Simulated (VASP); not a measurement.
## Li3Fe3P: single point with PBE

Crystal: Li3Fe3P.

```
Li Fe P
1.0
     4.64467    0.00000    0.00000
     0.00000    4.64467    0.00000
     0.00000    0.00000    4.64467
Li Fe P
3 3 1
Direct
  0.50000 0.50000 0.00000
  0.00000 0.50000 0.50000
  0.50000 0.00000 0.50000
  0.50000 0.00000 0.00000
  0.00000 0.50000 0.00000
  0.00000 0.00000 0.50000
  0.50000 0.50000 0.50000
```

The cell was built from a structure type or drawn by symmetry, and may not be a known phase.

- Program: VASP 6.6.1
- Task: single point
- Functional: PBE
- Potentials or basis: VASP PAW PBE potentials, release 64 (Li_sv, Fe, P)
- Cutoff: 520 eV
- k mesh: 8 × 8 × 8
- Occupations: gaussian, width 0.1 eV
- Spin: collinear spin, ferromagnetic start
- Starting moments: [0.0, 0.0, 0.0, 3.11, 3.11, 3.11, 0.0] μB

| Property | Result |
| --- | --- |
| Net moment | 8.58 μB per cell |
| Site moments | Li -0.02; Fe +2.86; P +0.09 μB |
| Valence electrons inside the program's atomic spheres | Li 2.18; Fe 6.75; P 2.46 |

Levels at points of the mesh, in eV from the Fermi level:
Spin up:
```tsv
k point	band 20	band 21	band 22	band 23	band 24	band 25	band 26	band 27
(0.00, 0.00, 0.00)	-1.87	-1.87	-1.87	-1.58	2.36	2.36	2.78	2.78
(0.50, 0.00, 0.00)	-1.86	-1.47	-1.47	-1.30	0.99	1.21	1.21	2.18
(0.50, 0.50, 0.00)	-2.22	-1.63	-1.63	-0.91	1.80	1.91	2.01	2.38
(0.50, 0.50, 0.50)	-1.81	-1.81	-1.81	-0.59	-0.43	-0.43	-0.43	5.24
```
Spin down:
```
           k point  band 13  band 14  band 15  band 16  band 17  band 18
(0.00, 0.00, 0.00)    -0.82    -0.19     0.27     0.62     0.62     0.63
(0.50, 0.00, 0.00)    -0.56    -0.52    -0.52     0.08     0.08     0.43
(0.50, 0.50, 0.00)    -0.53    -0.53    -0.11     0.11     0.11     0.45
(0.50, 0.50, 0.50)    -0.86    -0.58     0.18     0.18     0.18     0.40
```

It took 4 min on 1 thread of Intel(R) Xeon(R) Platinum 8559C (Emerald Rapids), with other jobs on the host, peak memory 0.35 GiB.

Caveat: only a ferromagnetic start was run, and an antiferromagnetic order may lie lower in energy.
